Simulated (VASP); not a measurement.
# C (Fd-3m) in VASP: single point with PBE

Aim: the single point of C with PBE.

All numbers are computed with VASP 6.6.1; they aren't measurements. Logs are shortened: lines on timing, memory, paths and dates and some standing lists are left out, and cuts for length are marked.

## Step 1: The cell of the first run

Symmetry: Fd-3m, No. 227, cubic system. Conventional cell: a = 3.572 Å, b = 3.572 Å, c = 3.572 Å, α = 90.00°, β = 90.00°, γ = 90.00°. Within 2.1 Å of C (site symmetry -43m) lie 4 C at 1.55 Å.

## Step 2: Single point, PBE

INCAR

```
PREC = Accurate
ENCUT = 600
EDIFF = 1E-6
ISMEAR = 0
SIGMA = 0.02
LREAL = False
LASPH = True
NELM = 120
ALGO = Normal
ISIF = 2
LWAVE = False
LCHARG = True
GGA = PE
LELF = True
LVHAR = True
NBANDS = 11
GGA_COMPAT = False
```

KPOINTS

```
regular mesh
0
Gamma
  12 12 12
```

POSCAR

```
C
1.0
    0.0000000000      1.7857921262      1.7857921262
    1.7857921262      0.0000000000      1.7857921262
    1.7857921262      1.7857921262      0.0000000000
C
2
Direct
    0.0000000000      0.0000000000      0.0000000000
    0.2500000000      0.2500000000      0.2500000000
```

Potentials or basis: VASP PAW PBE potentials, release 64 (C).

Run with:

```
$ cat potpaw_PBE.64/C/POTCAR > POTCAR
$ mpirun -np 1 vasp_std > vasp.out
```

OUTCAR:

```text
PREC = Accurate
   ENCUT = 600
   EDIFF = 1E-6
   ISMEAR = 0
   LREAL = False
   LASPH = True
   NELM = 120
   ISIF = 2
   GGA = PE

 ion  position               nearest neighbor table
   1  0.000  0.000  0.000-   2 1.55   2 1.55   2 1.55   2 1.55
   2  0.250  0.250  0.250-   1 1.55   1 1.55   1 1.55   1 1.55

  LATTYP: Found a face centered cubic cell.
 ALAT       =     3.5715842524

  Lattice vectors:

 A1 = (   0.0000000000,   1.7857921262,   1.7857921262)
 A2 = (   1.7857921262,   0.0000000000,   1.7857921262)
 A3 = (   1.7857921262,   1.7857921262,   0.0000000000)

Analysis of symmetry for initial positions (statically):
=====================================================================
 Subroutine PRICEL returns:
 Original cell was already a primitive cell.

 Routine SETGRP: Setting up the symmetry group for a
 face centered cubic supercell.

 Subroutine GETGRP returns: Found 48 space group operations
 (whereof 24 operations were pure point group operations)
 out of a pool of 48 trial point group operations.

The static configuration has the point symmetry T_d .
 The point group associated with its full space group is O_h .

Analysis of symmetry for dynamics (positions and initial velocities):
=====================================================================
 Subroutine PRICEL returns:
 Original cell was already a primitive cell.

 Routine SETGRP: Setting up the symmetry group for a
 face centered cubic supercell.

 Subroutine GETGRP returns: Found 48 space group operations
 (whereof 24 operations were pure point group operations)
 out of a pool of 48 trial point group operations.

The dynamic configuration has the point symmetry T_d .
 The point group associated with its full space group is O_h .

 Subroutine INISYM returns: Found 48 space group operations
 (whereof 24 operations are pure point group operations),
 and found     1 'primitive' translations

----------------------------------------------------------------------------------------

                                     Primitive cell

  volume of cell :      11.3900

  direct lattice vectors                    reciprocal lattice vectors
     0.000000000  1.785792126  1.785792126    -0.279987795  0.279987795  0.279987795
     1.785792126  0.000000000  1.785792126     0.279987795 -0.279987795  0.279987795
     1.785792126  1.785792126  0.000000000     0.279987795  0.279987795 -0.279987795

  length of vectors
     2.525491444  2.525491444  2.525491444     0.484953087  0.484953087  0.484953087

  position of ions in fractional coordinates (direct lattice)
     0.000000000  0.000000000  0.000000000
     0.250000000  0.250000000  0.250000000

  ion indices of the primitive-cell ions
   primitive index   ion index
                 1           1
                 2           2

----------------------------------------------------------------------------------------

 KPOINTS: regular mesh

Automatic generation of k-mesh.
 Grid dimensions read from file:
 generate k-points for:   12   12   12

 Generating k-lattice:

  Cartesian coordinates                     Fractional coordinates (reciprocal lattice)
    -0.023332316  0.023332316  0.023332316     0.083333333  0.000000000  0.000000000
     0.023332316 -0.023332316  0.023332316     0.000000000  0.083333333  0.000000000
     0.023332316  0.023332316 -0.023332316     0.000000000  0.000000000  0.083333333

  Length of vectors
     0.040412757  0.040412757  0.040412757

  Shift w.r.t. Gamma in fractional coordinates (k-lattice)
     0.000000000  0.000000000  0.000000000

 Subroutine IBZKPT returns following result:
 ===========================================

 Found     72 irreducible k-points:

 Following reciprocal coordinates:
            Coordinates               Weight
  0.000000  0.000000  0.000000      1.000000
  0.083333  0.000000  0.000000      8.000000
  0.166667  0.000000  0.000000      8.000000
  0.250000  0.000000  0.000000      8.000000
  0.333333  0.000000  0.000000      8.000000
  0.416667  0.000000  0.000000      8.000000
[... 16 lines left out ...]
  0.500000  0.166667  0.000000     24.000000
 -0.416667  0.166667  0.000000     24.000000
 [... further k-points ...]
   k-points           NKPTS =     72   k-points in BZ     NKDIM =     72   number of bands    NBANDS=     11
   number of dos      NEDOS =    301   number of ions     NIONS =      2
   total plane-waves  NPLWV =   8000
   dimension x,y,z NGX =    20 NGY =   20 NGZ =   20
   dimension x,y,z NGXF=    40 NGYF=   40 NGZF=   40
   ions per type =               2
   NGX,Y,Z   is equivalent  to a cutoff of  13.17, 13.17, 13.17 a.u.
   NGXF,Y,Z  is equivalent  to a cutoff of  26.33, 26.33, 26.33 a.u.
 SYSTEM =  unknown system
   PREC   = accura    normal or accurate (medium, high low for compatibility)
   ISTART =      0    job   : 0-new  1-cont  2-samecut
   ICHARG =      2    charge: 1-file 2-atom 10-const
   ISPIN  =      1    spin polarized calculation?
   LNONCOLLINEAR =      F non collinear calculations
   LSORBIT =      F    spin-orbit coupling
   LASPH  =      T    aspherical Exc in radial PAW
   ENCUT  =  600.0 eV  44.10 Ry    6.64 a.u.   5.04  5.04  5.04*2*pi/ulx,y,z
   NELM   =    120;   NELMIN=  2; NELMDL= -5     # of ELM steps
   EDIFF  = 0.1E-05   stopping-criterion for ELM
   LREAL  =      F    real-space projection
   EDIFFG = 0.1E-04   stopping-criterion for IOM
   NSW    =      0    number of steps for IOM
   IBRION =     -1    ionic relax: 0-MD 1-quasi-New 2-CG
   NFREE  =      0    steps in history (QN), initial steepest desc. (CG)
   ISIF   =      2    stress and relaxation
   ISYM   =      2    0-nonsym 1-usesym 2-fastsym
   POTIM  = 0.5000    time-step for ionic-motion
   TEBEG  =    0.0;   TEEND  =   0.0 temperature during run
   PSTRESS=    0.0 pullay stress
   NELECT =       8.0000    total number of electrons
   NUPDOWN=      -1.0000    fix difference up-down
   EMIN   =  10.00;   EMAX   =-10.00  energy-range for DOS
   EFERMI =   0.00;   METHOD = LEGACY
   ISMEAR =     0;   SIGMA  =   0.02  broadening in eV -4-tet -1-fermi 0-gaus
   EFERMI_NEDOS =   21; number of points for ismear=-14 and -15
   IALGO  =     38    algorithm
   IMIX   =      4    mixing-type and parameters
     AMIX     =   0.40;   BMIX     =  1.00
     AMIX_MAG =   1.60;   BMIX_MAG =  1.00
  volume/ion in A,a.u.               =       5.69        38.43
  Fermi-wavevector in a.u.,A,eV,Ry     =   1.455226  2.749979 28.812842  2.117684
  Thomas-Fermi vector in A             =   2.572286
   LORBIT       =      0    0 simple, 1 ext, 2 COOP (PROOUT), +10 PAW based schemes
   GGA     = PE    functional components
   LHFCALC =     F    Hartree Fock is set to
   AEXX    =    0.0000 exact exchange contribution
   IVDW    =     0    specifies the selected vdW correction
   LEPSILON=     F    determine dielectric tensor
   LRPA    =     F    only Hartree local field effects (RPA)
 non-spin polarized calculation
 Gauss-broadening in eV      SIGMA  =   0.02
  energy-cutoff  :      600.00
  volume of cell :       11.39
 maximum number of plane-waves:       392
   NGX =  9   NGY =  9   NGZ =  9

 number of electron       7.9999999 magnetization

 Free energy of the ion-electron system (eV)
  ---------------------------------------------------
  ext. energy  EPLUGINS =         0.00000000
  ---------------------------------------------------
  free energy    TOTEN  =       -18.19049245 eV

  energy without entropy =      -18.19049245  energy(sigma->0) =      -18.19049245

 E-fermi :   9.7729     XC(G=0): -13.2303

 val. band max:        9.6696975407   @ k =   0.0000   0.0000   0.0000
 cond. band min:      13.8139354436   @ k =   0.3333   0.3333   0.0000
 fundamental gap:      4.1442379028
 Fermi energy:         9.7728968844

 k-point     1 :       0.0000    0.0000    0.0000
  band No.  band energies     occupation
      1     -11.7521      2.00000
      2       9.6697      2.00000
      3       9.6697      2.00000
      4       9.6697      2.00000
      5      15.2487      0.00000
      6      15.2487      0.00000
      7      15.2487      0.00000
      8      22.9078      0.00000
      9      28.9127      0.00000
     10      36.1612      0.00000
     11      36.1612      0.00000

 k-point     2 :       0.0833    0.0000    0.0000
  band No.  band energies     occupation
      1     -11.5605      2.00000
      2       8.4475      2.00000
      3       9.3484      2.00000
      4       9.3484      2.00000
      5      15.6696      0.00000
      6      15.6696      0.00000
      7      15.9584      0.00000
      8      23.0753      0.00000
      9      29.2322      0.00000
     10      34.0433      0.00000
     11      34.0433      0.00000

 k-point     3 :       0.1667    0.0000    0.0000
  band No.  band energies     occupation
      1     -10.9876      2.00000
      2       5.9249      2.00000
      3       8.6508      2.00000
      4       8.6508      2.00000
      5      16.5847      0.00000
      6      16.5847      0.00000
      7      17.0372      0.00000
      8      23.5588      0.00000
      9      29.9007      0.00000
     10      32.4520      0.00000
     11      32.4520      0.00000

 k-point     4 :       0.2500    0.0000    0.0000
  band No.  band energies     occupation
      1     -10.0422      2.00000
      2       3.0977      2.00000
      3       7.9310      2.00000
      4       7.9310      2.00000
      5      17.4394      0.00000
      6      17.4394      0.00000
      7      17.7768      0.00000
      8      24.2380      0.00000
      9      30.3272      0.00000
     10      32.0345      0.00000
     11      32.0345      0.00000
[... 239 lines left out ...]
 k-point    22 :       0.4167    0.1667    0.0000
  band No.  band energies     occupation
      1      -7.5936      2.00000
      2      -0.0761      2.00000
      3       5.4118      2.00000
      4       5.6328      2.00000
      5      16.3312      0.00000
      6      20.6294      0.00000
      7      20.7314      0.00000
      8      22.3227      0.00000
      9      30.6899      0.00000
     10      32.0494      0.00000
     11      37.0170      0.00000

 k-point    23 :       0.5000    0.1667    0.0000
  band No.  band energies     occupation
      1      -6.0193      2.00000
      2      -2.3063      2.00000
      3       4.6971      2.00000
      4       5.7194      2.00000
      5      16.7527      0.00000
      6      20.3615      0.00000
      7      20.8437      0.00000
      8      23.9145      0.00000
      9      29.7582      0.00000
     10      33.4065      0.00000
     11      36.2032      0.00000

 k-point    24 :      -0.4167    0.1667    0.0000
  band No.  band energies     occupation
      1      -5.5928      2.00000
      2      -2.8187      2.00000
      3       4.2127      2.00000
      4       6.0961      2.00000
      5      17.1886      0.00000
      6      19.8734      0.00000
      7      20.8216      0.00000
      8      25.0589      0.00000
      9      29.0679      0.00000
     10      33.8107      0.00000
     11      34.1588      0.00000

 [... further k-points ...]
[... 5 lines left out ...]
  --------------------------------------------------------------------------------------
  -------------------------------------------------------------------------------------
  Total       -0.0005256     -0.0005256     -0.0005256     -0.0000000     -0.0000000      0.0000000
  in kB       -0.0739299     -0.0739299     -0.0739299     -0.0000000     -0.0000000      0.0000000
  external PRESSURE =      -0.0739299 kB  Pullay stress =       0.0000000 kB

 VOLUME and BASIS-vectors are now :
 -----------------------------------------------------------------------------
  energy-cutoff  :      600.00
  volume of cell :       11.39
      direct lattice vectors                 reciprocal lattice vectors
     0.000000000  1.785792126  1.785792126    -0.279987795  0.279987795  0.279987795
     1.785792126  0.000000000  1.785792126     0.279987795 -0.279987795  0.279987795
     1.785792126  1.785792126  0.000000000     0.279987795  0.279987795 -0.279987795

 POSITION                                       TOTAL-FORCE (eV/Angst)
 -----------------------------------------------------------------------------------
      0.00000      0.00000      0.00000         0.000000     -0.000000     -0.000000
      0.89290      0.89290      0.89290        -0.000000      0.000000      0.000000
 -----------------------------------------------------------------------------------
    total drift:                                0.000000      0.000000      0.000000

  FREE ENERGIE OF THE ION-ELECTRON SYSTEM (eV)
  ---------------------------------------------------
  free  energy   TOTEN  =       -18.1904924483 eV

  energy  without entropy=      -18.1904924483  energy(sigma->0) =      -18.19049245
```

It took 15 s on 1 thread of AMD EPYC 7R43 (Zen 3), shared host; peak memory 0.08 GiB.

Results:

```
Free energy            : -18.1905 eV
Pressure               : 0.0 GPa
Band gap on the k mesh : 4.14 eV, indirect (least direct gap 5.58 eV)
```

A k mesh can miss the band edges. As with any semilocal functional, this PBE gap is likely too small.
